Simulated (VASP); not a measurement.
Crystal: CuO.

```
CELL_PARAMETERS angstrom
2.83633 0.00000 0.00000
-1.41816 2.45633 0.00000
0.00000 0.00000 2.76811
ATOMIC_POSITIONS crystal
Cu 0.00000 0.00000 0.00000
O 0.66667 0.33333 0.50000
```

Base run:

| Quantity | Value |
| --- | --- |
| Program | VASP 6.6.1 |
| Functional | BLYP |
| Potentials or basis | VASP PAW PBE potentials, release 64 (Cu, O) |
| Cutoff | 520 eV |
| k mesh | 11 × 11 × 10 |
| Occupations | fermi-dirac, width 0.05 eV |
| Spin | no spin polarisation |

Its results: band gap on the k mesh zero (an odd number of electrons rules out a gap without spin polarisation); pressure 7.4 GPa.

Q: The run is repeated on the same cell with these changes: functional from BLYP to r2SCAN. What comes out?

A: Band gap on the k mesh zero (an odd number of electrons rules out a gap without spin polarisation); pressure -7.1 GPa.

Caveats: the PAW data sets were made with another functional, which shifts forces and pressure a little; an odd number of electrons without spin polarisation forces a metal; a magnetic or distorted state may lie lower; semilocal functionals often make such compounds metallic where correlation or magnetic order opens a gap, which also shifts bond lengths; the stress differs along the axes, from 0 to 11 GPa (at least some runs); the stress differs along the axes, from -16 to -3 GPa (at least some runs).
